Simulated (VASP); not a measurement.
# ZnAg2S2 (P-6m2) in VASP: a series of runs, part 2 of 2

VASP 6.6.1. Earlier steps stand in the parts before.

**4. Single point, PBE**

Contents of INCAR:

```
SYSTEM = ZnAg2S2
  ALGO = Normal
  EDIFF = 1E-6
  ENCUT = 520
  GGA = PE
  ISIF = 2
  ISMEAR = 0
  LASPH = .TRUE.
  LCHARG = .TRUE.
  LELF = .TRUE.
  LREAL = .FALSE.
  LVHAR = .TRUE.
  LWAVE = .FALSE.
  NBANDS = 31
  NELM = 100
  PREC = Accurate
  SIGMA = 0.1
```

Contents of KPOINTS:

```
k-points
0
G
  12 12 6
  0 0 0
```

Contents of POSCAR:

```
ZnAg2S2
1.0
    4.4627713613      0.0000000000      0.0000000000
   -2.2313856807      3.8648733702      0.0000000000
    0.0000000000      0.0000000000      5.5836124474
Zn Ag S
1 2 2
Direct
    0.6666666667      0.3333333333      0.0000000000
    0.6666666667      0.3333333333      0.5000000000
    0.0000000000      0.0000000000      0.0000000000
    0.3333333333      0.6666666667      0.7437419079
    0.3333333333      0.6666666667      0.2562580921
```

Potentials or basis: VASP PAW PBE potentials, release 64 (Zn, Ag, S).

Run with:

```bash
cat potpaw_PBE.64/Zn/POTCAR potpaw_PBE.64/Ag/POTCAR potpaw_PBE.64/S/POTCAR > POTCAR
mpirun -np 1 vasp_std > vasp.out
```

OUTCAR:

```text
SYSTEM = ZnAg2S2
   EDIFF = 1E-6
   ENCUT = 520
   GGA = PE
   ISIF = 2
   ISMEAR = 0
   LASPH = .TRUE.
   LREAL = .FALSE.
   NELM = 100
   PREC = Accurate

 ion  position               nearest neighbor table
   1  0.667  0.333  0.000-   3 2.58   3 2.58   3 2.58   2 2.79   2 2.79
   2  0.667  0.333  0.500-   1 2.79   1 2.79   4 2.91   5 2.91   4 2.91   5 2.91   5 2.91   4 2.91

   3  0.000  0.000  0.000-   1 2.58   1 2.58   1 2.58   5 2.95   4 2.95   4 2.95   5 2.95   4 2.95
                             5 2.95
   4  0.333  0.667  0.744-   5 2.72   2 2.91   2 2.91   2 2.91   3 2.95   3 2.95   3 2.95
   5  0.333  0.667  0.256-   4 2.72   2 2.91   2 2.91   2 2.91   3 2.95   3 2.95   3 2.95

  LATTYP: Found a hexagonal cell.
 ALAT       =     4.4627713613
 C/A-ratio  =     1.2511535984

  Lattice vectors:

 A1 = (   4.4627713613,   0.0000000000,   0.0000000000)
 A2 = (  -2.2313856807,   3.8648733702,   0.0000000000)
 A3 = (   0.0000000000,   0.0000000000,   5.5836124474)

Analysis of symmetry for initial positions (statically):
=====================================================================
 Subroutine PRICEL returns:
 Original cell was already a primitive cell.

 Routine SETGRP: Setting up the symmetry group for a
 hexagonal supercell.

 Subroutine GETGRP returns: Found 12 space group operations
 (whereof 12 operations were pure point group operations)
 out of a pool of 24 trial point group operations.

The static configuration has the point symmetry D_3h.

Analysis of symmetry for dynamics (positions and initial velocities):
=====================================================================
 Subroutine PRICEL returns:
 Original cell was already a primitive cell.

 Routine SETGRP: Setting up the symmetry group for a
 hexagonal supercell.

[... 121 lines left out ...]
   NELECT =      46.0000    total number of electrons
   NUPDOWN=      -1.0000    fix difference up-down
   EMIN   =  10.00;   EMAX   =-10.00  energy-range for DOS
   EFERMI =   0.00;   METHOD = LEGACY
   ISMEAR =     0;   SIGMA  =   0.10  broadening in eV -4-tet -1-fermi 0-gaus
   EFERMI_NEDOS =   21; number of points for ismear=-14 and -15
   IALGO  =     38    algorithm
   IMIX   =      4    mixing-type and parameters
     AMIX     =   0.40;   BMIX     =  1.00
     AMIX_MAG =   1.60;   BMIX_MAG =  1.00
  volume/ion in A,a.u.               =      19.26       129.98
  Fermi-wavevector in a.u.,A,eV,Ry     =   1.279703  2.418287 22.281428  1.637639
  Thomas-Fermi vector in A             =   2.412173
   LORBIT       =      0    0 simple, 1 ext, 2 COOP (PROOUT), +10 PAW based schemes
   GGA     = PE    functional components
   LHFCALC =     F    Hartree Fock is set to
   AEXX    =    0.0000 exact exchange contribution
   IVDW    =     0    specifies the selected vdW correction
   LEPSILON=     F    determine dielectric tensor
   LRPA    =     F    only Hartree local field effects (RPA)
 non-spin polarized calculation
 Gauss-broadening in eV      SIGMA  =   0.10
  energy-cutoff  :      520.00
  volume of cell :       96.31
 maximum number of plane-waves:      2613
 NGX is ok and might be reduce to    36
   NGX = 17   NGY = 17   NGZ = 21

 number of electron      45.9999984 magnetization

 Free energy of the ion-electron system (eV)
  ---------------------------------------------------
  ext. energy  EPLUGINS =         0.00000000
  ---------------------------------------------------
  free energy    TOTEN  =       -13.41379539 eV

  energy without entropy =      -13.41003170  energy(sigma->0) =      -13.41191355

 E-fermi :   5.5119     XC(G=0): -10.5601

 val. band max:        5.4738512699   @ k =   0.2500   0.1667   0.0000
 cond. band min:       5.5449448987   @ k =   0.3333   0.0000   0.5000
 fundamental gap:      0.0710936288
 Fermi energy:         5.5118872211

 k-point     1 :       0.0000    0.0000    0.0000
  band No.  band energies     occupation
      1      -8.6703      2.00000
      2      -6.3925      2.00000
      3      -2.3062      2.00000
      4      -2.0504      2.00000
      5      -2.0504      2.00000
      6      -1.9837      2.00000
[... 805 lines left out ...]
     30      11.6268      0.00000
     31      12.4984      0.00000

 [... further k-points ...]
[... 5 lines left out ...]
  --------------------------------------------------------------------------------------
  -------------------------------------------------------------------------------------
  Total       -0.0004063     -0.0004063     -0.0166847      0.0000000      0.0000000     -0.0000000
  in kB       -0.0067598     -0.0067598     -0.2775716      0.0000000      0.0000000     -0.0000000
  external PRESSURE =      -0.0970304 kB  Pullay stress =       0.0000000 kB

 VOLUME and BASIS-vectors are now :
 -----------------------------------------------------------------------------
  energy-cutoff  :      520.00
  volume of cell :       96.31
      direct lattice vectors                 reciprocal lattice vectors
     4.462771361  0.000000000  0.000000000     0.224076010  0.129370345  0.000000000
    -2.231385681  3.864873370  0.000000000     0.000000000  0.258740689  0.000000000
     0.000000000  0.000000000  5.583612447     0.000000000  0.000000000  0.179095525

 POSITION                                       TOTAL-FORCE (eV/Angst)
 -----------------------------------------------------------------------------------
      2.23139      1.28829      0.00000         0.000000      0.000000      0.000000
      2.23139      1.28829      2.79181        -0.000000      0.000000      0.000000
      0.00000      0.00000      0.00000        -0.000000      0.000000      0.000000
     -0.00000      2.57658      4.15277        -0.000000     -0.000000     -0.004324
     -0.00000      2.57658      1.43085        -0.000000     -0.000000      0.004324
 -----------------------------------------------------------------------------------
    total drift:                               -0.000001      0.000001      0.000000

  FREE ENERGIE OF THE ION-ELECTRON SYSTEM (eV)
  ---------------------------------------------------
  free  energy   TOTEN  =       -13.4137953923 eV

  energy  without entropy=      -13.4100317030  energy(sigma->0) =      -13.41191355
```

OSZICAR:

```text
N       E                     dE             d eps       ncg     rms          rms(c)
DAV:   1     0.338634493058E+03    0.33863E+03   -0.21487E+04  4712   0.159E+03
DAV:   2     0.138306123628E+02   -0.32480E+03   -0.30675E+03  4831   0.369E+02
DAV:   3    -0.137123531879E+02   -0.27543E+02   -0.26546E+02  5608   0.104E+02
DAV:   4    -0.144506020769E+02   -0.73825E+00   -0.73621E+00  5321   0.174E+01
DAV:   5    -0.144624509792E+02   -0.11849E-01   -0.11848E-01  5727   0.220E+00    0.136E+01
DAV:   6    -0.134172686589E+02    0.10452E+01   -0.40363E+00  5714   0.266E+01    0.102E+01
DAV:   7    -0.134261403448E+02   -0.88717E-02   -0.61616E-01  5111   0.572E+00    0.426E+00
DAV:   8    -0.134155578227E+02    0.10583E-01   -0.47667E-02  5475   0.151E+00    0.940E-01
DAV:   9    -0.134136373161E+02    0.19205E-02   -0.66784E-03  5476   0.842E-01    0.206E-01
DAV:  10    -0.134137439036E+02   -0.10659E-03   -0.10312E-03  5475   0.182E-01    0.860E-02
DAV:  11    -0.134137904030E+02   -0.46499E-04   -0.10130E-04  5062   0.703E-02    0.147E-02
DAV:  12    -0.134137928892E+02   -0.24862E-05   -0.14339E-05  5300   0.386E-02    0.969E-03
DAV:  13    -0.134137952793E+02   -0.23901E-05   -0.42819E-06  4846   0.148E-02    0.300E-03
DAV:  14    -0.134137953923E+02   -0.11298E-06   -0.41115E-07  3567   0.513E-03
   1 F= -.13413795E+02 E0= -.13411914E+02  d E =-.376369E-02
```

It took 100 s on 1 thread of Intel Xeon 6975P-C (Granite Rapids), shared host; peak memory 0.36 GiB.

What came out:

```
Free energy            : -13.4138 eV
Pressure               : 0.0 GPa
Largest force          : 0.004 eV/Å
Band gap on the k mesh : zero (bands 23 and 24 overlap by 2.22 eV)
```

Forces in eV/Å, atoms in the order of the input:
```
Zn   0.000  0.000  0.000
Ag   0.000  0.000  0.000
Ag   0.000  0.000  0.000
S    0.000  0.000 -0.004
S    0.000  0.000  0.004
```

**5. Overview**

```tsv
task	cell	k mesh	cutoff (eV)	gap on the mesh (eV)	pressure (GPa)
single point	a = 4.466, b = 4.466, c = 5.584 Å, angles 90.0, 90.0, 120.0°, 5 atoms	12 × 12 × 8	520	none	0.0
relaxation of cell and atoms	relaxed from a = 4.463, b = 4.463, c = 5.584 Å, angles 90.0, 90.0, 120.0°, 5 atoms	12 × 12 × 8	600	none	0.0
single point	a = 4.463, b = 4.463, c = 5.584 Å, angles 90.0, 90.0, 120.0°, 5 atoms	12 × 12 × 6	520	none	0.0
```

Alike in all rows: level PBE; potentials or basis VASP PAW PBE potentials, release 64 (Zn, Ag, S); no spin polarisation; smearing gaussian 0.1 eV.

Absolute energies hang on the potentials; compare differences alone.
